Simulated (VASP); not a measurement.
# Li2RuN2 (P-3m1) in VASP: a series of runs

The runs below take Li2RuN2 through relaxation of cell and atoms, with BLYP, r2SCAN.

Program: VASP 6.6.1. These are calculated values, not measurements. Logs are shortened: lines on timing, memory, paths and dates and some standing lists are left out, and cuts for length are marked.

## (1) The cell of the first run

Symmetry: P-3m1, No. 164, trigonal system. The conventional cell has a = 3.164 Å, b = 3.164 Å, c = 5.211 Å, α = 90.00°, β = 90.00°, γ = 120.00°. Ru (site symmetry -3m) has 6 N at 2.14 Å and 6 Li at 2.62 Å within 2.8 Å. Within 2.6 Å of N (site symmetry 3m) lie 4 Li at 1.98 to 2.22 Å and 3 Ru at 2.14 Å. Li (site symmetry 3m) has 4 N at 1.98 to 2.22 Å and 3 Li at 2.34 Å within 2.6 Å.

## (2) Relaxation of cell and atoms, BLYP

INCAR

```
SYSTEM = Li2RuN2
PREC = Accurate
ENCUT = 600
EDIFF = 1E-6
ISMEAR = -1
SIGMA = 0.05
LREAL = .FALSE.
LASPH = .TRUE.
NELM = 80
ALGO = Normal
ISIF = 3
LWAVE = .FALSE.
LCHARG = .FALSE.
GGA = B5
ALDAX = 1.0
AGGAX = 1.0
AGGAC = 1.0
ALDAC = 0.0
IBRION = 2
NSW = 60
EDIFFG = -0.01
```

KPOINTS

```
Automatic mesh
0
G
  10 10 5
  0 0 0
```

POSCAR

```
Li2RuN2
1.0
    3.1642327038      0.0000000000      0.0000000000
   -1.5821163519      2.7403059050      0.0000000000
    0.0000000000      0.0000000000      5.2114500038
Ru N Li
1 2 2
Direct
    0.0000000000      0.0000000000      0.0000000000
    0.3333333333      0.6666666667      0.2130110000
    0.6666666667      0.3333333333      0.7869890000
    0.3333333333      0.6666666667      0.6398200000
    0.6666666667      0.3333333333      0.3601800000
```

Potentials or basis: VASP PAW PBE potentials, release 64 (Ru_pv, N, Li_sv).

Launch:

```console
$ cat potpaw_PBE.64/Ru_pv/POTCAR potpaw_PBE.64/N/POTCAR potpaw_PBE.64/Li_sv/POTCAR > POTCAR
$ mpirun -np 1 vasp_std > vasp.out
```

OUTCAR:

```text
SYSTEM = Li2RuN2
   PREC = Accurate
   ENCUT = 600
   EDIFF = 1E-6
   ISMEAR = -1
   LREAL = .FALSE.
   LASPH = .TRUE.
   NELM = 80
   ISIF = 3
   GGA = B5
   IBRION = 2
   NSW = 60
   EDIFFG = -0.01

 ion  position               nearest neighbor table
   1  0.000  0.000  0.000-   2 2.14   3 2.14   3 2.14   2 2.14   3 2.14   2 2.14   4 2.62   5 2.62
                             5 2.62   4 2.62   4 2.62   5 2.62
   2  0.333  0.667  0.213-   5 1.98   5 1.98   5 1.98   1 2.14   1 2.14   1 2.14
   3  0.667  0.333  0.787-   4 1.98   4 1.98   4 1.98   1 2.14   1 2.14   1 2.14
   4  0.333  0.667  0.640-   3 1.98   3 1.98   3 1.98   5 2.34   5 2.34   5 2.34   1 2.62   1 2.62
                             1 2.62
   5  0.667  0.333  0.360-   2 1.98   2 1.98   2 1.98   4 2.34   4 2.34   4 2.34   1 2.62   1 2.62
                             1 2.62

  LATTYP: Found a hexagonal cell.
 ALAT       =     3.1642327038
 C/A-ratio  =     1.6469869607

  Lattice vectors:

 A1 = (   3.1642327038,   0.0000000000,   0.0000000000)
 A2 = (  -1.5821163519,   2.7403059050,   0.0000000000)
 A3 = (   0.0000000000,   0.0000000000,   5.2114500038)

Analysis of symmetry for initial positions (statically):
=====================================================================
 Subroutine PRICEL returns:
 Original cell was already a primitive cell.

 Routine SETGRP: Setting up the symmetry group for a
 hexagonal supercell.

 Subroutine GETGRP returns: Found 12 space group operations
 (whereof 12 operations were pure point group operations)
 out of a pool of 24 trial point group operations.

The static configuration has the point symmetry D_3d.

Analysis of symmetry for dynamics (positions and initial velocities):
=====================================================================
 Subroutine PRICEL returns:
 Original cell was already a primitive cell.

 Routine SETGRP: Setting up the symmetry group for a
 hexagonal supercell.

 Subroutine GETGRP returns: Found 12 space group operations
 (whereof 12 operations were pure point group operations)
 out of a pool of 24 trial point group operations.

The dynamic configuration has the point symmetry D_3d.

 Subroutine INISYM returns: Found 12 space group operations
 (whereof 12 operations are pure point group operations),
 and found     1 'primitive' translations

----------------------------------------------------------------------------------------

                                     Primitive cell

  volume of cell :      45.1883

  direct lattice vectors                    reciprocal lattice vectors
     3.164232704  0.000000000  0.000000000     0.316032382  0.182461381  0.000000000
    -1.582116352  2.740305905  0.000000000     0.000000000  0.364922762  0.000000000
     0.000000000  0.000000000  5.211450004     0.000000000  0.000000000  0.191885176

  length of vectors
     3.164232704  3.164232704  5.211450004     0.364922762  0.364922762  0.191885176

  position of ions in fractional coordinates (direct lattice)
     0.000000000  0.000000000  0.000000000
     0.333333333  0.666666667  0.213011000
     0.666666667  0.333333333  0.786989000
     0.333333333  0.666666667  0.639820000
     0.666666667  0.333333333  0.360180000

  ion indices of the primitive-cell ions
   primitive index   ion index
                 1           1
                 2           2
                 3           3
                 4           4
                 5           5

----------------------------------------------------------------------------------------

 KPOINTS: Automatic mesh

Automatic generation of k-mesh.
 Grid dimensions read from file:
 generate k-points for:   10   10    5

 Generating k-lattice:

  Cartesian coordinates                     Fractional coordinates (reciprocal lattice)
     0.031603238  0.018246138  0.000000000     0.100000000 -0.000000000  0.000000000
     0.000000000  0.036492276  0.000000000     0.000000000  0.100000000  0.000000000
     0.000000000  0.000000000  0.038377035     0.000000000  0.000000000  0.200000000

  Length of vectors
     0.036492276  0.036492276  0.038377035

  Shift w.r.t. Gamma in fractional coordinates (k-lattice)
     0.000000000  0.000000000  0.000000000

 Subroutine IBZKPT returns following result:
 ===========================================

 Found     58 irreducible k-points:

 Following reciprocal coordinates:
            Coordinates               Weight
  0.000000  0.000000  0.000000      1.000000
  0.100000 -0.000000  0.000000      6.000000
  0.200000 -0.000000  0.000000      6.000000
  0.300000  0.000000  0.000000      6.000000
  0.400000  0.000000  0.000000      6.000000
  0.500000  0.000000  0.000000      3.000000
[... 16 lines left out ...]
  0.000000  0.400000  0.200000      6.000000
  0.500000  0.000000  0.200000      6.000000
 [... further k-points ...]
   k-points           NKPTS =     58   k-points in BZ     NKDIM =     58   number of bands    NBANDS=     19
   number of dos      NEDOS =    301   number of ions     NIONS =      5
   total plane-waves  NPLWV =  32928
   dimension x,y,z NGX =    28 NGY =   28 NGZ =   42
   dimension x,y,z NGXF=    56 NGYF=   56 NGZF=   84
   ions per type =               1   2   2
   NGX,Y,Z   is equivalent  to a cutoff of  14.71, 14.71, 13.40 a.u.
   NGXF,Y,Z  is equivalent  to a cutoff of  29.42, 29.42, 26.80 a.u.
 SYSTEM =  Li2RuN2
   PREC   = accura    normal or accurate (medium, high low for compatibility)
   ISTART =      0    job   : 0-new  1-cont  2-samecut
   ICHARG =      2    charge: 1-file 2-atom 10-const
   ISPIN  =      1    spin polarized calculation?
   LNONCOLLINEAR =      F non collinear calculations
   LSORBIT =      F    spin-orbit coupling
   LASPH  =      T    aspherical Exc in radial PAW
   ENCUT  =  600.0 eV  44.10 Ry    6.64 a.u.   6.32  6.32 10.41*2*pi/ulx,y,z
   NELM   =     80;   NELMIN=  2; NELMDL= -5     # of ELM steps
   EDIFF  = 0.1E-05   stopping-criterion for ELM
   LREAL  =      F    real-space projection
   EDIFFG = -.1E-01   stopping-criterion for IOM
   NSW    =     60    number of steps for IOM
   IBRION =      2    ionic relax: 0-MD 1-quasi-New 2-CG
   NFREE  =      1    steps in history (QN), initial steepest desc. (CG)
   ISIF   =      3    stress and relaxation
   ISYM   =      2    0-nonsym 1-usesym 2-fastsym
   POTIM  = 0.5000    time-step for ionic-motion
   TEBEG  =    0.0;   TEEND  =   0.0 temperature during run
   PSTRESS=    0.0 pullay stress
   NELECT =      30.0000    total number of electrons
   NUPDOWN=      -1.0000    fix difference up-down
   EMIN   =  10.00;   EMAX   =-10.00  energy-range for DOS
   EFERMI =   0.00;   METHOD = LEGACY
   ISMEAR =    -1;   SIGMA  =   0.05  broadening in eV -4-tet -1-fermi 0-gaus
   EFERMI_NEDOS =   21; number of points for ismear=-14 and -15
   IALGO  =     38    algorithm
   IMIX   =      4    mixing-type and parameters
     AMIX     =   0.40;   BMIX     =  1.00
     AMIX_MAG =   1.60;   BMIX_MAG =  1.00
  volume/ion in A,a.u.               =       9.04        60.99
  Fermi-wavevector in a.u.,A,eV,Ry     =   1.428148  2.698809 27.750537  2.039607
  Thomas-Fermi vector in A             =   2.548241
   LORBIT       =      0    0 simple, 1 ext, 2 COOP (PROOUT), +10 PAW based schemes
   GGA     = B5    functional components
   LHFCALC =     F    Hartree Fock is set to
   AEXX    =    0.0000 exact exchange contribution
   IVDW    =     0    specifies the selected vdW correction
   LEPSILON=     F    determine dielectric tensor
   LRPA    =     F    only Hartree local field effects (RPA)
 conjugate gradient relaxation of ions
 non-spin polarized calculation
  energy-cutoff  :      600.00
  volume of cell :       45.19
 maximum number of plane-waves:      1525
 NGX is ok and might be reduce to    28
   NGX = 13   NGY = 13   NGZ = 21

--------------------------------------- Ionic step        1  -------------------------------------------

 number of electron      29.9999997 magnetization

 Free energy of the ion-electron system (eV)
  ---------------------------------------------------
  ext. energy  EPLUGINS =         0.00000000
  ---------------------------------------------------
  free energy    TOTEN  =       -28.08105705 eV

  energy without entropy =      -28.04836525  energy(sigma->0) =      -28.06471115

------------------------ aborting loop because EDIFF is reached ----------------------------------------

  FORCE on cell =-STRESS in cart. coord.  units (eV):
  Direction    XX          YY          ZZ          XY          YZ          ZX
  --------------------------------------------------------------------------------------
  -------------------------------------------------------------------------------------
  Total        1.2469633      1.2469633      0.9313145      0.0000000      0.0000000      0.0000000
  in kB       44.2118005     44.2118005     33.0202910      0.0000000      0.0000000      0.0000000
  external PRESSURE =      40.4812974 kB  Pullay stress =       0.0000000 kB
[... 180 lines left out ...]
  energy  without entropy=      -28.0611396041  energy(sigma->0) =      -28.07817857

--------------------------------------- Ionic step        6  -------------------------------------------

 number of electron      29.9999999 magnetization

 Free energy of the ion-electron system (eV)
  ---------------------------------------------------
  ext. energy  EPLUGINS =         0.00000000
  ---------------------------------------------------
  free energy    TOTEN  =       -28.09526968 eV

  energy without entropy =      -28.06122255  energy(sigma->0) =      -28.07824611

 E-fermi :   7.1908     XC(G=0): -10.8856

 val. band max:        7.1605024296   @ k =   0.2000   0.2000   0.4000
 cond. band min:       7.1909501246   @ k =   0.2000   0.1000   0.0000
 fundamental gap:      0.0304476950
 Fermi energy:         7.1907609185

 k-point     1 :       0.0000    0.0000    0.0000
  band No.  band energies     occupation
      1     -38.6971      2.00000
      2     -38.5705      2.00000
      3     -35.9321      2.00000
      4     -35.8174      2.00000
      5     -35.8174      2.00000
      6      -7.9851      2.00000
[... 11 lines left out ...]
     18      10.2622      0.00000
     19      11.7975      0.00000
[... 489 lines left out ...]
      3     -35.9744      2.00000
      4     -35.9109      2.00000
      5     -35.8551      2.00000
      6      -6.9802      2.00000
[... 11 lines left out ...]
     18      10.3826      0.00000
     19      12.7789      0.00000

 [... further k-points ...]

------------------------ aborting loop because EDIFF is reached ----------------------------------------

  FORCE on cell =-STRESS in cart. coord.  units (eV):
  Direction    XX          YY          ZZ          XY          YZ          ZX
  --------------------------------------------------------------------------------------
  -------------------------------------------------------------------------------------
  Total        0.0239611      0.0239611      0.0444045      0.0000000      0.0000000      0.0000000
  in kB        0.8331330      0.8331330      1.5439571      0.0000000      0.0000000      0.0000000
  external PRESSURE =       1.0700744 kB  Pullay stress =       0.0000000 kB
[... 20 lines left out ...]
  FREE ENERGIE OF THE ION-ELECTRON SYSTEM (eV)
  ---------------------------------------------------
  free  energy   TOTEN  =       -28.0952696764 eV

  energy  without entropy=      -28.0612225493  energy(sigma->0) =      -28.07824611

 reached required accuracy - stopping structural energy minimisation
```

Wall time 4 min (1 thread of Intel Xeon 6975P-C, shared host); peak memory 0.23 GiB.

Results:

```
Free energy                            : -28.0953 eV
Relaxed volume                         : 9.22 Å³/atom
Relaxed cell                           : a = 3.187 Å, b = 3.187 Å, c = 5.239 Å, α = 90.00°, β = 90.00°, γ = 120.00°
Space group after relaxing (to 0.05 Å) : P-3m1 (No. 164)
Energy gained by relaxing              : 2.8 meV/atom
Ionic steps                            : 6
Pressure after relaxing                : 0.1 GPa
Largest force after relaxing           : 0.010 eV/Å
Band gap on the k mesh                 : zero (band 15 reaches 7.24 eV, above the bottom of band 16 at 6.85 eV)
```

Forces on the atoms (eV/Å):
```
Ru   0.000  0.000  0.000
N    0.000  0.000 -0.010
N    0.000  0.000  0.010
Li   0.000  0.000  0.006
Li   0.000  0.000 -0.006
```

The path:
| step | energy change (eV) | largest force (eV/Å) | pressure (GPa) | volume (Å³) |
| --- | --- | --- | --- | --- |
| 1 | 0.0000 | 0.2829 | 4.05 | 45.19 |
| 2 | -0.0089 | 0.1429 | -2.36 | 46.70 |
| 3 | -0.0141 | 0.0383 | -0.05 | 46.12 |
| 4 | -0.0140 | 0.0375 | 0.00 | 46.10 |
| 5 | -0.0142 | 0.0237 | 0.06 | 46.09 |
| 6 | -0.0142 | 0.0096 | 0.11 | 46.08 |

Final structure:
```
Ru N Li
1.0
     3.18693    0.00000    0.00000
    -1.59346    2.75996    0.00000
     0.00000    0.00000    5.23875
Ru N Li
1 2 2
Direct
  0.00000 0.00000 0.00000
  0.33333 0.66667 0.21488
  0.66667 0.33333 0.78512
  0.33333 0.66667 0.64056
  0.66667 0.33333 0.35944
```

Levels at points of the mesh, in eV from the Fermi level:
```csv
k point,band 13,band 14,band 15,band 16,band 17,band 18
"(0.00, 0.00, 0.00)",-1.18,-1.18,-1.16,-0.34,3.07,3.07
"(0.50, 0.00, 0.00)",-2.50,-1.32,-0.57,0.07,3.05,3.34
```

Caveat: the cutoff is under 1.25 times the usual one of these potentials, so pressure, stress and relaxed cells hold a basis-set (Pulay) error; the PAW data sets were made with another functional, which shifts forces and pressure a little.

## (3) Relaxation of cell and atoms, r2SCAN

POSCAR is that of step 2.

INCAR.step1

```
SYSTEM = Li2RuN2
PREC = Accurate ; ENCUT = 600
ISMEAR = -1 ; SIGMA = 0.05
LREAL = .FALSE. ; LASPH = .TRUE.
NELM = 100 ; GGA = PE
ALGO = Normal ; EDIFF = 1E-4
LWAVE = .TRUE. ; LCHARG = .FALSE.
```

INCAR.step2

```
SYSTEM = Li2RuN2
PREC = Accurate ; ENCUT = 600
EDIFF = 1E-6 ; ISMEAR = -1
SIGMA = 0.05 ; LREAL = .FALSE.
LASPH = .TRUE. ; NELM = 100
ALGO = Normal ; ISIF = 3
LWAVE = .FALSE. ; LCHARG = .FALSE.
METAGGA = R2SCAN ; LMIXTAU = .TRUE.
IBRION = 2 ; NSW = 60
EDIFFG = -0.01 ; ISTART = 1
```

KPOINTS

```
regular mesh
0
G
  10 10 5
  0 0 0
```

Potentials or basis: VASP PAW PBE potentials, release 64 (Ru_pv, N, Li_sv).

Launch:

```console
$ cat potpaw_PBE.64/Ru_pv/POTCAR potpaw_PBE.64/N/POTCAR potpaw_PBE.64/Li_sv/POTCAR > POTCAR
$ cp INCAR.step1 INCAR
$ mpirun -np 1 vasp_std > vasp.out
$ cp INCAR.step2 INCAR
$ mpirun -np 1 vasp_std > vasp.out
```

It took 18 min on 1 thread of Intel Xeon 6975P-C, shared host; peak memory 0.25 GiB.

The run converged. Its results:

* Free energy: -49.5910 eV
* Relaxed volume: 8.77 Å³/atom
* Relaxed cell: a = 3.127 Å, b = 3.127 Å, c = 5.179 Å, α = 90.00°, β = 90.00°, γ = 120.00°
* Space group after relaxing (to 0.05 Å): P-3m1 (No. 164)
* Energy gained by relaxing: 4.8 meV/atom
* Ionic steps: 8
* Pressure after relaxing: 0.0 GPa
* Band gap on the k mesh: zero (band 15 reaches 7.35 eV, above the bottom of band 16 at 6.93 eV)

The path:
```
step  energy change (eV)  largest force (eV/Å)  pressure (GPa)  volume (Å³)
   1              0.0000                0.1913           -5.79        45.19
   2             -0.0084                0.3507            4.67        43.08
   3             -0.0233                0.0965           -0.25        44.01
   4             -0.0233                0.1024           -0.12        43.98
   5             -0.0239                0.0471           -0.06        43.92
   6             -0.0241                0.0318           -0.01        43.86
   7             -0.0242                0.0122            0.01        43.85
   8             -0.0242                0.0013            0.02        43.85
```

Final structure:
```yaml
crystal:
  lattice:
    - [3.12670, 0.00000, 0.00000]
    - [-1.56335, 2.70780, 0.00000]
    - [0.00000, 0.00000, 5.17890]
  atoms:
    - { symbol: Ru, position: [0.00000, 0.00000, 0.00000] }
    - { symbol: N, position: [0.33333, 0.66667, 0.21375] }
    - { symbol: N, position: [0.66667, 0.33333, 0.78625] }
    - { symbol: Li, position: [0.33333, 0.66667, 0.63966] }
    - { symbol: Li, position: [0.66667, 0.33333, 0.36034] }
```

Levels at points of the mesh, in eV from the Fermi level:
```csv
k point,band 11,band 12,band 13,band 14,band 15,band 16,band 17,band 18,band 19
"(0.00, 0.00, 0.00)",-1.94,-1.94,-1.43,-1.39,-1.39,-0.37,3.53,3.53,5.13
"(0.50, 0.00, 0.00)",-4.68,-2.99,-2.80,-1.49,-0.65,0.09,3.55,3.84,6.84
```

Caveat: the cutoff is under 1.25 times the usual one of these potentials, so pressure, stress and relaxed cells hold a basis-set (Pulay) error; the PAW data sets were made with another functional, which shifts forces and pressure a little.
